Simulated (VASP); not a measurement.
**MgO: single point with PBE**

The system is MgO.

```
Mg O
1.0
     0.00000    2.42338    2.42338
     2.42338    0.00000    2.42338
     2.42338    2.42338    0.00000
Mg O
1 1
Direct
  0.00000 0.00000 0.00000
  0.50000 0.50000 0.50000
```

This cell differs from its parent crystal: Cd replaced by Mg, lengths x 0.991, strained.

| Item | Value |
| --- | --- |
| Program | VASP 6.6.1 |
| Task | single point |
| Functional | PBE |
| Potentials or basis | VASP PAW PBE potentials, release 64 (Mg, O) |
| Cutoff | 600 eV |
| k mesh | 10 × 10 × 10 |
| Occupations | gaussian, width 0.02 eV |
| Spin | no spin polarisation |

```yaml
Pressure: -26.8 GPa
Band_gap_on_the_k_mesh: 1.60 eV, direct
```

Levels at points of the mesh, in eV from the valence-band top:
```tsv
k point	band 1	band 2	band 3	band 4	band 5	band 6	band 7	band 8
(0.00, 0.00, 0.00)	-15.64	0.00	0.00	0.00	1.60	13.40	13.40	13.40
(0.50, 0.00, 0.00)	-15.13	-3.10	-0.31	-0.31	5.57	8.28	12.35	12.35
(0.50, 0.50, 0.00)	-15.01	-2.62	-0.85	-0.85	6.07	8.37	9.24	13.42
```

It took 12 s on 1 thread of Intel(R) Xeon(R) 6975P-C (Granite Rapids), with other jobs on the host, peak memory 0.16 GiB.

Caveat: the cell differs from its parent crystal (Cd replaced by Mg, lengths x 0.991, strained).
